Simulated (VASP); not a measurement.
# TaMo4 (P4/mmm) in VASP: a series of runs, part 2 of 2

VASP 6.6.1.

## 3. Single point, PBE

This run uses another cell than the first one, of 18.65 Å³/atom.

INCAR

```
SYSTEM = TaMo4
PREC = Accurate ; ENCUT = 520
EDIFF = 1E-6 ; ISMEAR = 0
SIGMA = 0.1 ; LREAL = .False.
LASPH = .True. ; NELM = 60
ALGO = Fast ; ISIF = 2
LWAVE = .False. ; LCHARG = .False.
GGA = PE ; NBANDS = 42
```

KPOINTS

```
Automatic mesh
0
Gamma
  6 6 14
  0 0 0
```

POSCAR

```
TaMo4
1.0
    5.9443910347      0.0000000000      0.0000000000
    0.0000000000      5.9443910347      0.0000000000
    0.0000000000      0.0000000000      2.6389820853
Ta Mo
1 4
Direct
    0.0000000000      0.0000000000      0.5000000000
    0.1986539902      0.5000000000      0.5000000000
    0.8013460098      0.5000000000      0.5000000000
    0.5000000000      0.8013460098      0.5000000000
    0.5000000000      0.1986539902      0.5000000000
```

Potentials or basis: VASP PAW PBE potentials, release 64 (Ta_pv, Mo_sv).

Command:

```sh
$ cat potpaw_PBE.64/Ta_pv/POTCAR potpaw_PBE.64/Mo_sv/POTCAR > POTCAR
$ mpirun -np 1 vasp_std > vasp.out
```

OUTCAR:

```text
SYSTEM = TaMo4
   PREC = Accurate
   ENCUT = 520
   EDIFF = 1E-6
   ISMEAR = 0
   LREAL = .False.
   LASPH = .True.
   NELM = 60
   ISIF = 2
   GGA = PE

 ion  position               nearest neighbor table
   1  0.000  0.000  0.500-   2 3.20   3 3.20   4 3.20   5 3.20   2 3.20   3 3.20   4 3.20   5 3.20

   2  0.199  0.500  0.500-   3 2.36   4 2.53   5 2.53   1 3.20   1 3.20
   3  0.801  0.500  0.500-   2 2.36   4 2.53   5 2.53   1 3.20   1 3.20
   4  0.500  0.801  0.500-   5 2.36   3 2.53   2 2.53   1 3.20   1 3.20
   5  0.500  0.199  0.500-   4 2.36   3 2.53   2 2.53   1 3.20   1 3.20

  LATTYP: Found a simple tetragonal cell.
 ALAT       =     5.9443910347
 C/A-ratio  =     0.4439449003

  Lattice vectors:

 A1 = (   5.9443910347,   0.0000000000,   0.0000000000)
 A2 = (   0.0000000000,   5.9443910347,   0.0000000000)
 A3 = (   0.0000000000,   0.0000000000,   2.6389820853)

Analysis of symmetry for initial positions (statically):
=====================================================================
 Subroutine PRICEL returns:
 Original cell was already a primitive cell.

 Routine SETGRP: Setting up the symmetry group for a
 simple tetragonal supercell.

 Subroutine GETGRP returns: Found 16 space group operations
 (whereof 16 operations were pure point group operations)
 out of a pool of 16 trial point group operations.

The static configuration has the point symmetry D_4h.

Analysis of symmetry for dynamics (positions and initial velocities):
=====================================================================
 Subroutine PRICEL returns:
 Original cell was already a primitive cell.

 Routine SETGRP: Setting up the symmetry group for a
 simple tetragonal supercell.

 Subroutine GETGRP returns: Found 16 space group operations
 (whereof 16 operations were pure point group operations)
[... 122 lines left out ...]
   EFERMI =   0.00;   METHOD = LEGACY
   ISMEAR =     0;   SIGMA  =   0.10  broadening in eV -4-tet -1-fermi 0-gaus
   EFERMI_NEDOS =   21; number of points for ismear=-14 and -15
   IALGO  =     68    algorithm
   IMIX   =      4    mixing-type and parameters
     AMIX     =   0.40;   BMIX     =  1.00
     AMIX_MAG =   1.60;   BMIX_MAG =  1.00
  volume/ion in A,a.u.               =      18.65       125.86
  Fermi-wavevector in a.u.,A,eV,Ry     =   1.466277  2.770862 29.252096  2.149968
  Thomas-Fermi vector in A             =   2.582034
   LORBIT       =      0    0 simple, 1 ext, 2 COOP (PROOUT), +10 PAW based schemes
   GGA     = PE    functional components
   LHFCALC =     F    Hartree Fock is set to
   AEXX    =    0.0000 exact exchange contribution
   IVDW    =     0    specifies the selected vdW correction
   LEPSILON=     F    determine dielectric tensor
   LRPA    =     F    only Hartree local field effects (RPA)
 non-spin polarized calculation
 RMM-DIIS sequential band-by-band and
 Gauss-broadening in eV      SIGMA  =   0.10
  energy-cutoff  :      520.00
  volume of cell :       93.25
 maximum number of plane-waves:      2536
 NGX is ok and might be reduce to    48
   NGX = 23   NGY = 23   NGZ =  9

 number of electron      67.0000004 magnetization

 Free energy of the ion-electron system (eV)
  ---------------------------------------------------
  ext. energy  EPLUGINS =         0.00000000
  ---------------------------------------------------
  free energy    TOTEN  =       -49.65491634 eV

  energy without entropy =      -49.62700491  energy(sigma->0) =      -49.64096063

 E-fermi :   8.9502     XC(G=0): -12.2543

 val. band max:        8.9452964095   @ k =   0.1667   0.0000   0.2143
 cond. band min:       8.9508837863   @ k =   0.5000   0.5000   0.4286
 fundamental gap:      0.0055873768
 Fermi energy:         8.9502473020

 k-point     1 :       0.0000    0.0000    0.0000
  band No.  band energies     occupation
      1     -51.9496      2.00000
      2     -51.6997      2.00000
      3     -51.5640      2.00000
      4     -51.5640      2.00000
      5     -27.1365      2.00000
      6     -26.1877      2.00000
[... 1069 lines left out ...]
     41      11.5297      0.00000
     42      11.7669      0.00000

 [... further k-points ...]
[... 5 lines left out ...]
  --------------------------------------------------------------------------------------
  -------------------------------------------------------------------------------------
  Total        0.2932980      0.2932980      0.2005594      0.0000000     -0.0000000      0.0000000
  in kB        5.0392802      5.0392802      3.4458976      0.0000000     -0.0000000      0.0000000
  external PRESSURE =       4.5081527 kB  Pullay stress =       0.0000000 kB

 VOLUME and BASIS-vectors are now :
 -----------------------------------------------------------------------------
  energy-cutoff  :      520.00
  volume of cell :       93.25
      direct lattice vectors                 reciprocal lattice vectors
     5.944391035  0.000000000  0.000000000     0.168225811  0.000000000  0.000000000
     0.000000000  5.944391035  0.000000000     0.000000000  0.168225811  0.000000000
     0.000000000  0.000000000  2.638982085     0.000000000  0.000000000  0.378933986

 POSITION                                       TOTAL-FORCE (eV/Angst)
 -----------------------------------------------------------------------------------
      0.00000      0.00000      1.31949         0.000000      0.000000      0.000000
      1.18088      2.97220      1.31949         0.031310      0.000000     -0.000000
      4.76351      2.97220      1.31949        -0.031310      0.000000      0.000000
      2.97220      4.76351      1.31949         0.000000     -0.031310     -0.000000
      2.97220      1.18088      1.31949         0.000000      0.031310      0.000000
 -----------------------------------------------------------------------------------
    total drift:                                0.000000      0.000000      0.000000

  FREE ENERGIE OF THE ION-ELECTRON SYSTEM (eV)
  ---------------------------------------------------
  free  energy   TOTEN  =       -49.6549163416 eV

  energy  without entropy=      -49.6270049133  energy(sigma->0) =      -49.64096063
```

OSZICAR:

```text
N       E                     dE             d eps       ncg     rms          rms(c)
DAV:   1     0.834857449546E+03    0.83486E+03   -0.40833E+04  6744   0.164E+03
DAV:   2    -0.183159350876E+02   -0.85317E+03   -0.83227E+03  7404   0.523E+02
DAV:   3    -0.513612580105E+02   -0.33045E+02   -0.31891E+02  8850   0.964E+01
DAV:   4    -0.520061006529E+02   -0.64484E+00   -0.63762E+00  8012   0.119E+01
DAV:   5    -0.520218531069E+02   -0.15752E-01   -0.15722E-01  8664   0.166E+00    0.268E+01
RMM:   6    -0.506971828366E+02    0.13247E+01   -0.77175E+00  8350   0.103E+01    0.122E+01
RMM:   7    -0.501682094884E+02    0.52897E+00   -0.32900E+00  7597   0.763E+00    0.537E+00
RMM:   8    -0.496847924550E+02    0.48342E+00   -0.89138E-01  8191   0.369E+00    0.165E+00
RMM:   9    -0.496538129137E+02    0.30980E-01   -0.16886E-01  8923   0.150E+00    0.752E-01
RMM:  10    -0.496550163034E+02   -0.12034E-02   -0.40489E-02  8660   0.854E-01    0.387E-01
RMM:  11    -0.496551027896E+02   -0.86486E-04   -0.14682E-02  9049   0.449E-01    0.275E-01
RMM:  12    -0.496549088456E+02    0.19394E-03   -0.27212E-03  8382   0.230E-01    0.708E-02
RMM:  13    -0.496549138151E+02   -0.49696E-05   -0.98681E-04  9355   0.105E-01    0.336E-02
RMM:  14    -0.496549143946E+02   -0.57944E-06   -0.17642E-04  9289   0.405E-02    0.235E-02
RMM:  15    -0.496549201378E+02   -0.57433E-05   -0.78806E-05  8406   0.303E-02    0.305E-02
RMM:  16    -0.496549154411E+02    0.46967E-05   -0.25580E-05  7036   0.179E-02    0.807E-03
RMM:  17    -0.496549163416E+02   -0.90047E-06   -0.87208E-06  6300   0.695E-03
   1 F= -.49654916E+02 E0= -.49640961E+02  d E =-.279114E-01
```

stdout:

```text
POSCAR found type information on POSCAR TaMo
 POSCAR found :  2 types and       5 ions
 scaLAPACK will be used
 LDA part: xc-table for (Slater+PW92), standard interpolation
 POSCAR, INCAR and KPOINTS ok, starting setup
 FFT: planning ... GRIDC
 FFT: planning ... GRID_SOFT
 FFT: planning ... GRID
 WAVECAR not read
 entering main loop
```

Run time: 2.2 min. Hardware: 1 thread of Intel Xeon 6975P-C (Granite Rapids), shared host; peak memory 0.38 GiB.

Results:

```yaml
Free_energy: -49.6549 eV
Pressure: 0.5 GPa
Largest_force: 0.031 eV/Å
Band_gap_on_the_k_mesh: zero (an odd number of electrons rules out a gap without spin polarisation)
```

Forces in eV/Å, atoms in the order of the input:
```
Ta   0.000  0.000  0.000
Mo   0.031  0.000  0.000
Mo  -0.031  0.000  0.000
Mo   0.000 -0.031  0.000
Mo   0.000  0.031  0.000
```

Stress tensor (GPa, compression positive):
```
0.50 0.00 0.00
0.00 0.50 0.00
0.00 0.00 0.34
```

Levels at points of the mesh, in eV from the Fermi level:
| k point | band 31 | band 32 | band 33 | band 34 | band 35 | band 36 |
| --- | --- | --- | --- | --- | --- | --- |
| (0.00, 0.00, 0.00) | -1.49 | -1.41 | -0.70 | -0.11 | 0.10 | 1.57 |
| (0.50, 0.00, 0.00) | -1.49 | -0.19 | 0.17 | 0.57 | 0.60 | 0.79 |
| (0.50, 0.50, 0.00) | -1.85 | -1.85 | -1.32 | 0.84 | 0.84 | 1.19 |
| (0.00, 0.00, 0.50) | -0.50 | -0.05 | 0.12 | 0.65 | 0.81 | 0.85 |
| (0.50, 0.00, 0.50) | -0.76 | -0.68 | -0.58 | -0.14 | 0.40 | 1.07 |
| (0.50, 0.50, 0.50) | -0.68 | -0.64 | -0.64 | -0.18 | -0.14 | -0.14 |

Caveat: spin-orbit coupling is left out, which moves the levels of the heavy elements.

## 4. Relaxation of cell and atoms, PBE

This run uses another cell than the first one, of 20.92 Å³/atom.

INCAR

```
SYSTEM = TaMo4
ALGO = Normal ; EDIFF = 1E-6
EDIFFG = -0.04 ; ENCUT = 600
GGA = PE ; IBRION = 2
ISIF = 3 ; ISMEAR = 0
LASPH = .True. ; LCHARG = .False.
LREAL = .False. ; LWAVE = .False.
NELM = 100 ; NSW = 90
PREC = Accurate ; SIGMA = 0.1
```

KPOINTS

```
k-points
0
Gamma
  4 4 4
  0 0 0
```

POSCAR

```
TaMo4
1.0
    4.9517724500      0.0000000000      0.0000000000
    0.0000000000      4.9517724500      0.0000000000
    0.0000000000      0.0000000000      4.2667939600
Ta Mo
1 4
Direct
    0.0000000000      0.0000000000      0.5000000000
    0.2560324900      0.5000000000      0.5000000000
    0.7439675100      0.5000000000      0.5000000000
    0.5000000000      0.7439675100      0.5000000000
    0.5000000000      0.2560324900      0.5000000000
```

Command:

```sh
$ cat potpaw_PBE.64/Ta_pv/POTCAR potpaw_PBE.64/Mo_sv/POTCAR > POTCAR
$ mpirun -np 1 vasp_std > vasp.out
```

Run time: 28 min. Hardware: 1 thread of Intel Xeon 6975P-C (Granite Rapids), shared host; peak memory 0.29 GiB.

It converged, with:

```
Free energy                           : -49.0165 eV
Relaxed volume                        : 18.78 Å³/atom
Relaxed cell                          : a = 5.935 Å, b = 5.935 Å, c = 2.666 Å, α = 90.00°, β = 90.00°, γ = 90.00°
Space group after relaxing (to 0.1 Å) : P4/mmm (No. 123)
Pressure after relaxing               : 0.0 GPa
Largest force after relaxing          : 0.018 eV/Å
Band gap on the k mesh                : zero (an odd number of electrons rules out a gap without spin polarisation)
```

Forces on the atoms (eV/Å):
```
Ta   0.000  0.000  0.000
Mo  -0.018  0.000  0.000
Mo   0.018  0.000  0.000
Mo   0.000  0.018  0.000
Mo   0.000 -0.018  0.000
```

Stress tensor (GPa, compression positive):
```
-0.03  0.00  0.00
 0.00 -0.03  0.00
 0.00  0.00  0.08
```

Final structure:
```yaml
crystal:
  lattice:
    - [5.93507, 0.00000, 0.00000]
    - [0.00000, 5.93507, 0.00000]
    - [0.00000, 0.00000, 2.66640]
  atoms:
    - { symbol: Ta, position: [0.00000, 0.00000, 0.50000] }
    - { symbol: Mo, position: [0.79976, 0.50000, 0.50000] }
    - { symbol: Mo, position: [0.20024, 0.50000, 0.50000] }
    - { symbol: Mo, position: [0.50000, 0.20024, 0.50000] }
    - { symbol: Mo, position: [0.50000, 0.79976, 0.50000] }
```

Levels at points of the mesh, in eV from the Fermi level:
| k point | band 29 | band 30 | band 31 | band 32 | band 33 | band 34 | band 35 | band 36 | band 37 | band 38 |
| --- | --- | --- | --- | --- | --- | --- | --- | --- | --- | --- |
| (0.00, 0.00, 0.00) | -1.90 | -1.57 | -1.57 | -1.50 | -0.88 | -0.17 | -0.15 | 1.35 | 1.44 | 1.48 |
| (0.50, 0.00, 0.00) | -2.44 | -2.35 | -1.58 | -0.27 | 0.05 | 0.33 | 0.45 | 0.54 | 0.94 | 1.01 |
| (0.50, 0.50, 0.00) | -2.30 | -1.94 | -1.93 | -1.93 | -1.49 | 0.60 | 0.60 | 0.91 | 1.13 | 1.13 |
| (0.00, 0.00, 0.50) | -1.02 | -1.02 | -0.69 | -0.24 | -0.16 | 0.55 | 0.70 | 0.70 | 0.80 | 0.97 |
| (0.50, 0.00, 0.50) | -1.94 | -1.77 | -0.97 | -0.86 | -0.71 | -0.27 | 0.36 | 0.88 | 1.00 | 1.86 |
| (0.50, 0.50, 0.50) | -1.60 | -0.81 | -0.76 | -0.76 | -0.67 | -0.37 | -0.30 | -0.30 | 0.69 | 2.85 |

Caveat: the k points lie up to 0.59 Å⁻¹ apart in the final cell, too coarse for converged energies and pressures of a metal; a cell axis changed by over 15 % at a fixed basis, so the end point is rough; spin-orbit coupling is left out, which moves the levels of the heavy elements.

## 5. Single point, PBE, collinear spin

This run uses another cell than the first one, of 18.63 Å³/atom.

INCAR

```
SYSTEM = TaMo4
ALGO = Fast
EDIFF = 1E-6
ENCUT = 520
GGA = PE
ISIF = 2
ISMEAR = 0
ISPIN = 2
LASPH = .True.
LCHARG = .True.
LELF = .True.
LMAXMIX = 4
LORBIT = 11
LREAL = .False.
LVHAR = .True.
LWAVE = .False.
MAGMOM = 0 1 1 1 1
NBANDS = 46
NELM = 150
PREC = Accurate
SIGMA = 0.1
```

KPOINTS

```
k-points
0
Gamma
  4 4 6
  0 0 0
```

POSCAR

```
TaMo4
1.0
    5.9636777050      0.0000000000      0.0000000000
    0.0000000000      5.9636777050      0.0000000000
    0.0000000000      0.0000000000      2.6186359357
Ta Mo
1 4
Direct
    0.0000000000      0.0000000000      0.5000000000
    0.1988783524      0.5000000000      0.5000000000
    0.8011216476      0.5000000000      0.5000000000
    0.5000000000      0.8011216476      0.5000000000
    0.5000000000      0.1988783524      0.5000000000
```

Command:

```sh
$ cat potpaw_PBE.64/Ta_pv/POTCAR potpaw_PBE.64/Mo_sv/POTCAR > POTCAR
$ mpirun -np 1 vasp_std > vasp.out
```

It took 2.1 min on 1 thread of Intel Xeon 6975P-C (Granite Rapids), shared host; peak memory 0.32 GiB.

It converged, with:

- Free energy: -49.8718 eV
- Pressure: 0.4 GPa
- Largest force: 0.003 eV/Å
- Net moment: 0.00 μB per cell
- Valence electrons inside the program's atomic spheres: Ta 8.73; Mo 12.68

Forces on the atoms (eV/Å):
```
Ta   0.000  0.000  0.000
Mo  -0.003  0.000  0.000
Mo   0.003  0.000  0.000
Mo   0.000  0.003  0.000
Mo   0.000 -0.003  0.000
```

Stress tensor (GPa, compression positive):
```
0.46 0.00 0.00
0.00 0.46 0.00
0.00 0.00 0.29
```

Levels at points of the mesh, in eV from the Fermi level:
Spin up:
```
           k point  band 29  band 30  band 31  band 32  band 33  band 34  band 35  band 36  band 37  band 38
(0.00, 0.00, 0.00)    -1.80    -1.49    -1.49    -1.38    -0.70    -0.09     0.29     1.55     1.80     1.92
(0.50, 0.00, 0.00)    -2.37    -2.25    -1.48    -0.19     0.18     0.57     0.78     0.96     1.02     1.48
(0.50, 0.50, 0.00)    -2.22    -1.90    -1.83    -1.83    -1.36     1.01     1.01     1.24     1.24     1.37
(0.00, 0.00, 0.50)    -0.88    -0.88    -0.43     0.01     0.24     0.72     0.78     0.93     0.93     1.05
(0.50, 0.00, 0.50)    -1.66    -1.49    -0.83    -0.60    -0.51    -0.17     0.36     1.02     1.14     2.11
(0.50, 0.50, 0.50)    -1.38    -0.69    -0.59    -0.55    -0.55    -0.21    -0.21    -0.08     0.96     2.25
```
Spin down:
```tsv
k point	band 29	band 30	band 31	band 32	band 33	band 34	band 35	band 36	band 37	band 38
(0.00, 0.00, 0.00)	-1.80	-1.49	-1.49	-1.38	-0.70	-0.09	0.29	1.55	1.80	1.92
(0.50, 0.00, 0.00)	-2.37	-2.25	-1.48	-0.19	0.18	0.56	0.78	0.96	1.02	1.48
(0.50, 0.50, 0.00)	-2.22	-1.90	-1.83	-1.83	-1.36	1.01	1.01	1.24	1.24	1.37
(0.00, 0.00, 0.50)	-0.88	-0.88	-0.43	0.01	0.24	0.72	0.78	0.93	0.93	1.05
(0.50, 0.00, 0.50)	-1.66	-1.49	-0.83	-0.60	-0.51	-0.17	0.36	1.02	1.14	2.11
(0.50, 0.50, 0.50)	-1.38	-0.69	-0.59	-0.55	-0.55	-0.21	-0.21	-0.08	0.96	2.25
```

Caveat: the k points lie up to 0.40 Å⁻¹ apart; spin-orbit coupling is left out, which moves the levels of the heavy elements.

## 6. Overview

| task | spin | cell | k mesh | cutoff (eV) | gap on the mesh (eV) | pressure (GPa) | relaxed volume (Å³/atom) | largest force (eV/Å) |
| --- | --- | --- | --- | --- | --- | --- | --- | --- |
| relaxation of cell and atoms | off | relaxed from a = 5.930, b = 5.930, c = 2.667 Å, 5 atoms, atomic positions A | 4 × 4 × 6 | 600 | none | -0.1 | 18.68 | 0.02 |
| single point | off | a = 5.944, b = 5.944, c = 2.639 Å, 5 atoms, atomic positions A | 6 × 6 × 14 | 520 | none | 0.5 | - | 0.03 |
| relaxation of cell and atoms | off | relaxed from a = 4.952, b = 4.952, c = 4.267 Å, 5 atoms, atomic positions B | 4 × 4 × 4 | 600 | none | 0.0 | 18.78 | 0.02 |
| single point | collinear | a = 5.964, b = 5.964, c = 2.619 Å, 5 atoms, atomic positions A | 4 × 4 × 6 | 520 | none | 0.4 | - | - |

Alike in all rows: level PBE; potentials or basis VASP PAW PBE potentials, release 64 (Ta_pv, Mo_sv); smearing gaussian 0.1 eV.

Caveats: some runs use coarse meshes; spin-orbit coupling is left out, which moves the levels of the heavy elements; a cell axis changed by over 15 % at a fixed basis, so the end point is rough (at least some runs).

Total energies depend on the potentials used, so only differences within one code and one set of settings carry meaning.
